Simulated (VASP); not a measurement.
# As (Im-3m) in VASP: settings compared, part 2 of 2

VASP 6.6.1. Earlier steps stand in the parts before.

**3. Single point, LDA (16.98 Å³/atom)**

This run uses another cell than the first one, of 16.98 Å³/atom.

INCAR

```
PREC = Accurate ; ENCUT = 500
EDIFF = 1E-6 ; ISMEAR = -1
SIGMA = 0.08 ; LREAL = False
LASPH = True ; NELM = 120
ALGO = Normal ; ISIF = 2
LWAVE = False ; LCHARG = False
GGA = CA ; NBANDS = 8
GGA_COMPAT = False
```

KPOINTS

```
Automatic mesh
0
Gamma
  18 18 18
```

POSCAR

```
As
1.0
   -1.6190386571      1.6190386571      1.6190386571
    1.6190386571     -1.6190386571      1.6190386571
    1.6190386571      1.6190386571     -1.6190386571
As
1
Direct
    0.0000000000      0.0000000000      0.0000000000
```

Potentials or basis: VASP PAW LDA potentials, release 64 (As).

On the command line:

```bash
$ cat potpaw_LDA.64/As/POTCAR > POTCAR
$ mpirun -np 1 vasp_std > vasp.out
```

OUTCAR:

```text
PREC = Accurate
   ENCUT = 500
   EDIFF = 1E-6
   ISMEAR = -1
   LREAL = False
   LASPH = True
   NELM = 120
   ISIF = 2
   GGA = CA

 ion  position               nearest neighbor table
   1  0.000  0.000  0.000-

  LATTYP: Found a body centered cubic cell.
 ALAT       =     3.2380773142

  Lattice vectors:

 A1 = (  -1.6190386571,   1.6190386571,   1.6190386571)
 A2 = (   1.6190386571,  -1.6190386571,   1.6190386571)
 A3 = (   1.6190386571,   1.6190386571,  -1.6190386571)

Analysis of symmetry for initial positions (statically):
=====================================================================
 Subroutine PRICEL returns:
 Original cell was already a primitive cell.

 Routine SETGRP: Setting up the symmetry group for a
 body centered cubic supercell.

 Subroutine GETGRP returns: Found 48 space group operations
 (whereof 48 operations were pure point group operations)
 out of a pool of 48 trial point group operations.

The static configuration has the point symmetry O_h .

Analysis of symmetry for dynamics (positions and initial velocities):
=====================================================================
 Subroutine PRICEL returns:
 Original cell was already a primitive cell.

 Routine SETGRP: Setting up the symmetry group for a
 body centered cubic supercell.

 Subroutine GETGRP returns: Found 48 space group operations
 (whereof 48 operations were pure point group operations)
 out of a pool of 48 trial point group operations.

The dynamic configuration has the point symmetry O_h .

 Subroutine INISYM returns: Found 48 space group operations
 (whereof 48 operations are pure point group operations),
 and found     1 'primitive' translations

----------------------------------------------------------------------------------------

                                     Primitive cell

  volume of cell :      16.9759

  direct lattice vectors                    reciprocal lattice vectors
    -1.619038657  1.619038657  1.619038657     0.000000000  0.308825239  0.308825239
     1.619038657 -1.619038657  1.619038657     0.308825239  0.000000000  0.308825239
     1.619038657  1.619038657 -1.619038657     0.308825239  0.308825239  0.000000000

  length of vectors
     2.804257214  2.804257214  2.804257214     0.436744841  0.436744841  0.436744841

  position of ions in fractional coordinates (direct lattice)
     0.000000000  0.000000000  0.000000000

  ion indices of the primitive-cell ions
   primitive index   ion index
                 1           1

----------------------------------------------------------------------------------------

 KPOINTS: Automatic mesh

Automatic generation of k-mesh.
 Grid dimensions read from file:
 generate k-points for:   18   18   18

 Generating k-lattice:

  Cartesian coordinates                     Fractional coordinates (reciprocal lattice)
     0.000000000  0.017156958  0.017156958     0.055555556  0.000000000  0.000000000
     0.017156958  0.000000000  0.017156958     0.000000000  0.055555556  0.000000000
     0.017156958  0.017156958  0.000000000     0.000000000  0.000000000  0.055555556

  Length of vectors
     0.024263602  0.024263602  0.024263602

  Shift w.r.t. Gamma in fractional coordinates (k-lattice)
     0.000000000  0.000000000  0.000000000

 Subroutine IBZKPT returns following result:
 ===========================================

 Found    195 irreducible k-points:

 Following reciprocal coordinates:
            Coordinates               Weight
  0.000000  0.000000  0.000000      1.000000
  0.055556  0.000000  0.000000     12.000000
  0.111111  0.000000  0.000000     12.000000
  0.166667  0.000000  0.000000     12.000000
  0.222222  0.000000  0.000000     12.000000
  0.277778  0.000000  0.000000     12.000000
[... 16 lines left out ...]
  0.333333  0.111111  0.000000     48.000000
  0.388889  0.111111  0.000000     48.000000
 [... further k-points ...]
   k-points           NKPTS =    195   k-points in BZ     NKDIM =    195   number of bands    NBANDS=      8
   number of dos      NEDOS =    301   number of ions     NIONS =      1
   total plane-waves  NPLWV =   8000
   dimension x,y,z NGX =    20 NGY =   20 NGZ =   20
   dimension x,y,z NGXF=    40 NGYF=   40 NGZF=   40
   ions per type =               1
   NGX,Y,Z   is equivalent  to a cutoff of  11.86, 11.86, 11.86 a.u.
   NGXF,Y,Z  is equivalent  to a cutoff of  23.71, 23.71, 23.71 a.u.
 SYSTEM =  unknown system
   PREC   = accura    normal or accurate (medium, high low for compatibility)
   ISTART =      0    job   : 0-new  1-cont  2-samecut
   ICHARG =      2    charge: 1-file 2-atom 10-const
   ISPIN  =      1    spin polarized calculation?
   LNONCOLLINEAR =      F non collinear calculations
   LSORBIT =      F    spin-orbit coupling
   LASPH  =      T    aspherical Exc in radial PAW
   ENCUT  =  500.0 eV  36.75 Ry    6.06 a.u.   5.11  5.11  5.11*2*pi/ulx,y,z
   NELM   =    120;   NELMIN=  2; NELMDL= -5     # of ELM steps
   EDIFF  = 0.1E-05   stopping-criterion for ELM
   LREAL  =      F    real-space projection
   EDIFFG = 0.1E-04   stopping-criterion for IOM
   NSW    =      0    number of steps for IOM
   IBRION =     -1    ionic relax: 0-MD 1-quasi-New 2-CG
   NFREE  =      0    steps in history (QN), initial steepest desc. (CG)
   ISIF   =      2    stress and relaxation
   ISYM   =      2    0-nonsym 1-usesym 2-fastsym
   POTIM  = 0.5000    time-step for ionic-motion
   TEBEG  =    0.0;   TEEND  =   0.0 temperature during run
   PSTRESS=    0.0 pullay stress
   NELECT =       5.0000    total number of electrons
   NUPDOWN=      -1.0000    fix difference up-down
   EMIN   =  10.00;   EMAX   =-10.00  energy-range for DOS
   EFERMI =   0.00;   METHOD = LEGACY
   ISMEAR =    -1;   SIGMA  =   0.08  broadening in eV -4-tet -1-fermi 0-gaus
   EFERMI_NEDOS =   21; number of points for ismear=-14 and -15
   IALGO  =     38    algorithm
   IMIX   =      4    mixing-type and parameters
     AMIX     =   0.40;   BMIX     =  1.00
     AMIX_MAG =   1.60;   BMIX_MAG =  1.00
  volume/ion in A,a.u.               =      16.98       114.56
  Fermi-wavevector in a.u.,A,eV,Ry     =   1.089233  2.058353 16.142352  1.186429
  Thomas-Fermi vector in A             =   2.225432
   LORBIT       =      0    0 simple, 1 ext, 2 COOP (PROOUT), +10 PAW based schemes
   GGA     = CA    functional components
   LHFCALC =     F    Hartree Fock is set to
   AEXX    =    0.0000 exact exchange contribution
   IVDW    =     0    specifies the selected vdW correction
   LEPSILON=     F    determine dielectric tensor
   LRPA    =     F    only Hartree local field effects (RPA)
 non-spin polarized calculation
  energy-cutoff  :      500.00
  volume of cell :       16.98
 maximum number of plane-waves:       444
   NGX = 11   NGY = 11   NGZ = 11

 number of electron       5.0000000 magnetization

 Free energy of the ion-electron system (eV)
  ---------------------------------------------------
  ext. energy  EPLUGINS =         0.00000000
  ---------------------------------------------------
  free energy    TOTEN  =        -4.99577080 eV

  energy without entropy =       -4.98656922  energy(sigma->0) =       -4.99117001

 E-fermi :   7.8441     XC(G=0): -11.3877

 val. band max:        7.7923552145   @ k =   0.3333   0.2222   0.1111
 cond. band min:       7.8822828978   @ k =   0.2778   0.2222   0.1111
 fundamental gap:      0.0899276834
 Fermi energy:         7.8440910419

 k-point     1 :       0.0000    0.0000    0.0000
  band No.  band energies     occupation
      1      -8.2595      2.00000
      2      14.6852      0.00000
      3      14.6852      0.00000
      4      14.6852      0.00000
      5      21.5474      0.00000
      6      21.5474      0.00000
      7      21.5474      0.00000
      8      24.4117      0.00000

 k-point     2 :       0.0556    0.0000    0.0000
  band No.  band energies     occupation
      1      -8.1745      2.00000
      2      14.0707      0.00000
      3      14.4097      0.00000
      4      14.6239      0.00000
      5      21.1064      0.00000
      6      21.3039      0.00000
      7      21.9710      0.00000
      8      23.4183      0.00000
[... 221 lines left out ...]
 k-point    23 :       0.3333    0.1111    0.0000
  band No.  band energies     occupation
      1      -4.0268      2.00000
      2       2.9411      2.00000
      3       8.8626      0.00001
      4      11.9153      0.00000
      5      17.2317      0.00000
      6      19.2419      0.00000
      7      23.7549      0.00000
      8      28.6664      0.00000

 k-point    24 :       0.3889    0.1111    0.0000
  band No.  band energies     occupation
      1      -3.0414      2.00000
      2       1.5037      2.00000
      3       8.5823      0.00020
      4      11.7296      0.00000
      5      17.0035      0.00000
      6      19.1288      0.00000
      7      24.6905      0.00000
      8      27.4645      0.00000

 [... further k-points ...]
[... 5 lines left out ...]
  --------------------------------------------------------------------------------------
  -------------------------------------------------------------------------------------
  Total        0.6436661      0.6436661      0.6436661     -0.0000000      0.0000000     -0.0000000
  in kB       60.7490589     60.7490589     60.7490589     -0.0000000      0.0000000     -0.0000000
  external PRESSURE =      60.7490589 kB  Pullay stress =       0.0000000 kB

 VOLUME and BASIS-vectors are now :
 -----------------------------------------------------------------------------
  energy-cutoff  :      500.00
  volume of cell :       16.98
      direct lattice vectors                 reciprocal lattice vectors
    -1.619038657  1.619038657  1.619038657     0.000000000  0.308825239  0.308825239
     1.619038657 -1.619038657  1.619038657     0.308825239  0.000000000  0.308825239
     1.619038657  1.619038657 -1.619038657     0.308825239  0.308825239  0.000000000

 POSITION                                       TOTAL-FORCE (eV/Angst)
 -----------------------------------------------------------------------------------
      0.00000      0.00000      0.00000         0.000000      0.000000      0.000000
 -----------------------------------------------------------------------------------
    total drift:                               -0.000000      0.000000      0.000000

  FREE ENERGIE OF THE ION-ELECTRON SYSTEM (eV)
  ---------------------------------------------------
  free  energy   TOTEN  =        -4.9957708002 eV

  energy  without entropy=       -4.9865692227  energy(sigma->0) =       -4.99117001
```

OSZICAR:

```text
N       E                     dE             d eps       ncg     rms          rms(c)
DAV:   1     0.121427207092E+01    0.12143E+01   -0.20907E+03  3168   0.457E+02
DAV:   2    -0.494846370525E+01   -0.61627E+01   -0.58994E+01  4384   0.492E+01
DAV:   3    -0.500262638036E+01   -0.54163E-01   -0.54075E-01  3536   0.482E+00
DAV:   4    -0.500265502241E+01   -0.28642E-04   -0.28642E-04  4936   0.129E-01
DAV:   5    -0.500265502782E+01   -0.54085E-08   -0.58844E-08  3552   0.113E-03    0.250E+00
DAV:   6    -0.499815298665E+01    0.45020E-02   -0.13804E-03  3848   0.186E-01    0.147E+00
DAV:   7    -0.499577444415E+01    0.23785E-02   -0.25853E-03  3392   0.255E-01    0.416E-02
DAV:   8    -0.499577062498E+01    0.38192E-05   -0.23605E-05  3944   0.383E-02    0.874E-03
DAV:   9    -0.499577080022E+01   -0.17524E-06   -0.26634E-07  3784   0.360E-03
   1 F= -.49957708E+01 E0= -.49911700E+01  d E =-.920158E-02
```

Run time: 26 s. Hardware: 1 thread of AMD EPYC 7R13, shared host; peak memory 0.1 GiB.

Results:

* Free energy: -4.9958 eV
* Pressure: 6.1 GPa
* Band gap on the k mesh: zero (an odd number of electrons rules out a gap without spin polarisation)

Levels at points of the mesh, in eV from the Fermi level:
| k point | band 1 | band 2 | band 3 | band 4 | band 5 | band 6 |
| --- | --- | --- | --- | --- | --- | --- |
| (0.00, 0.00, 0.00) | -16.10 | 6.84 | 6.84 | 6.84 | 13.70 | 13.70 |
| (0.50, 0.00, 0.00) | -10.57 | -7.28 | 2.26 | 4.88 | 8.27 | 8.72 |
| (0.50, 0.50, 0.50) | -6.09 | -2.47 | -2.47 | -2.47 | 3.46 | 3.46 |

Caveat: the cell stands under pressure.

The gap in the log of VASP goes by the Fermi energy; the results here count the filled bands.